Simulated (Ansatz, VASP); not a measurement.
**Bi2Se3 in VASP and in Ansatz**

```
Bi Se
1.0
    -2.85248    2.85248    4.46178
     2.85248   -2.85248    4.46178
     2.85248    2.85248   -4.46178
Bi Se
2 3
Direct
  0.41449 0.91449 0.50000
  0.91449 0.41449 0.50000
  0.63859 0.13859 0.50000
  0.13859 0.63859 0.50000
  0.13495 0.13495 0.00000
```

Alike in both runs: task single point; functional PBE; k mesh 4 × 4 × 4; occupations gaussian, width 0.1 eV; no spin polarisation.

```csv
,VASP,Ansatz
version,VASP 6.6.1,Ansatz 0.2.0
potentials or method,"VASP PAW PBE potentials, release 64 (Bi_d, Se), cutoff 520 eV","scalar-relativistic, plane waves, PAW"
valence electrons in the cell,48,78
```

|  | VASP | Ansatz | Ansatz less VASP |
| --- | --- | --- | --- |
| gap on the k mesh at the Fermi level (eV) | none | none | - |
| rms of the force components (eV/Å) | 8.252 | 8.296 | +0.0437 |

Atom by atom the forces differ by 0.044 eV/Å (rms over components). A gap of «none» marks a metal or a gap that the smearing closes. VASP's potentials hold 48 valence electrons a cell and Ansatz's 78, so a difference there can come from the potentials and not from the codes.

The k mesh is coarse, so the values compare programs but aren't converged. Spin-orbit coupling is off throughout.
